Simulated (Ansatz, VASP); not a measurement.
**BP in VASP and in Ansatz**

File INCAR:

```
ALGO     = Normal         # electronic algorithm
EDIFF    = 1E-6           # SCF threshold, eV
ENCUT    = 520            # plane-wave cutoff, eV
GGA      = PS             # functional
ISIF     = 2              # what is computed and relaxed
ISMEAR   = 0              # smearing method
LASPH    = T              # aspherical terms in the spheres
LCHARG   = F              # write CHGCAR
LREAL    = F              # projectors in reciprocal space
LWAVE    = F              # write WAVECAR
NBANDS   = 11             # bands
NELM     = 80             # most SCF steps
PREC     = Accurate       # precision mode
SIGMA    = 0.01           # smearing width, eV
```

Contents of KPOINTS:

```
k-points
0
Gamma
  6 6 6
```

POSCAR

```
BP
1.0
    0.0000000000      2.2226808807      2.2226808807
    2.2226808807      0.0000000000      2.2226808807
    2.2226808807      2.2226808807      0.0000000000
B P
1 1
Direct
    0.0000000000      0.0000000000      0.0000000000
    0.2500000000      0.2500000000      0.2500000000
```

Input for Ansatz:

```yaml
crystal:
  lattice:
    - [0.0, 2.2226808806756093, 2.2226808806756093]
    - [2.2226808806756093, 0.0, 2.2226808806756093]
    - [2.2226808806756093, 2.2226808806756093, 0.0]
  atoms:
    - { symbol: B, position: [0.0, 0.0, 0.0] }
    - { symbol: P, position: [0.25, 0.25, 0.25] }
basis:
  ecutwfc: 489.804952427784
kpoints:
  mp_grid:
    grid: [6, 6, 6]
hamiltonian:
  xc: pbesol
  pseudopotentials:
    kind: paw
scf:
  max_iter: 80
  occupations:
    method: fixed
output:
  stress: true
```

Alike in both runs: task single point; functional PBEsol; k mesh 6 × 6 × 6; no spin polarisation.

|  | VASP | Ansatz |
| --- | --- | --- |
| version | VASP 6.6.1 | Ansatz 0.2.0 |
| potentials or method | VASP PAW PBE potentials, release 64 (B, P), cutoff 520 eV | plane waves, PAW |
| occupations | gaussian, width 0.01 eV | fixed |
| valence electrons in the cell | 8 | 8 |

Ansatz gave:

| Item | Value |
| --- | --- |
| pressure (GPa) | 9.5 |

Q: Which values does VASP return?

A: Pressure (GPa): 9.6.

VASP's potentials were made for PBE, not for PBEsol.
